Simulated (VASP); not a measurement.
Mg2C3:

```
CELL_PARAMETERS angstrom
2.41550 -2.35000 0.00000
2.41550 2.35000 0.00000
-1.22707 0.00000 4.83328
ATOMIC_POSITIONS crystal
Mg 0.19130 0.19130 0.79890
Mg 0.80870 0.80870 0.20110
C 0.70110 0.70110 0.73850
C 0.29890 0.29890 0.26150
C 0.50000 0.50000 0.50000
```

```yaml
Program: VASP 6.6.1
Task: relaxation of volume and atoms at fixed shape
Functional: LDA
Potentials_or_basis: VASP PAW LDA potentials, release 64 (Mg, C)
Cutoff: 600 eV
k_mesh: 5 × 5 × 4
Occupations: methfessel-paxton, width 0.05 eV
Spin: no spin polarisation
```

At the start: pressure -7.6 GPa; volume 10.97 Å³/atom.

Problem. How do energy, volume and symmetry change on relaxing?

Solution. Over 9 steps the energy falls by 13.9 meV/atom and the volume is 10.39 Å³/atom (-5.3 %); space group C2/m (No. 12, to 0.1 Å) before and after.

Step by step:
| step | energy change (eV) | largest force (eV/Å) | pressure (GPa) | volume (Å³) |
| --- | --- | --- | --- | --- |
| 1 | 0.0000 | 0.7221 | -7.60 | 54.87 |
| 2 | 0.0839 | 3.3620 | 9.17 | 50.84 |
| 3 | -0.0502 | 0.6540 | -1.89 | 53.27 |
| 4 | -0.0677 | 0.2270 | 0.41 | 51.72 |
| 5 | -0.0692 | 0.0530 | -0.14 | 52.05 |
| 6 | -0.0692 | 0.0620 | -0.10 | 52.02 |
| 7 | -0.0693 | 0.0617 | 0.32 | 51.92 |
| 8 | -0.0693 | 0.0436 | 0.19 | 51.95 |
| 9 | -0.0695 | 0.0241 | 0.11 | 51.96 |

Final structure:
```cif
data_structure
_symmetry_space_group_name_H-M 'P 1'
_symmetry_Int_Tables_number 1
_cell_length_a 3.3093
_cell_length_b 3.3093
_cell_length_c 4.8968
_cell_angle_alpha 100.159
_cell_angle_beta 100.159
_cell_angle_gamma 88.425
_cell_volume 51.96
loop_
_atom_site_label
_atom_site_type_symbol
_atom_site_fract_x
_atom_site_fract_y
_atom_site_fract_z
_atom_site_occupancy
Mg1 Mg 0.19094 0.19094 0.80008 1
Mg2 Mg 0.80906 0.80906 0.19992 1
C1 C 0.70255 0.70255 0.73863 1
C2 C 0.29745 0.29745 0.26137 1
C3 C 0.50000 0.50000 0.50000 1
```
